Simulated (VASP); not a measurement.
Ag: single point with LDA

The system is Ag.

```xyz
1
Lattice="0.0000 1.9997 1.9997 1.9997 0.0000 1.9997 1.9997 1.9997 0.0000" Properties=species:S:1:pos:R:3 pbc="T T T"
Ag    0.0000    0.0000    0.0000
```

```
Program                : VASP 6.6.1
Task                   : single point
Functional             : LDA
Potentials or basis    : VASP PAW LDA potentials, release 64 (Ag)
Cutoff                 : 520 eV
k mesh                 : 13 × 13 × 13
Occupations            : methfessel-paxton, width 0.3 eV
Spin                   : no spin polarisation
Dipole correction      : no
Further INCAR settings : ALGO = Normal; EDIFF = 1e-06; NBANDS = 12
```

The pressure is 0.1 GPa.

Levels at points of the mesh, in eV from the Fermi level:
| k point | band 4 | band 5 | band 6 | band 7 | band 8 | band 9 |
| --- | --- | --- | --- | --- | --- | --- |
| (0.00, 0.00, 0.00) | -5.23 | -4.05 | -4.05 | 15.94 | 19.82 | 19.82 |

It took 16 s on 1 thread of Intel Xeon 8259CL, with other jobs on the host, peak memory 0.14 GiB.
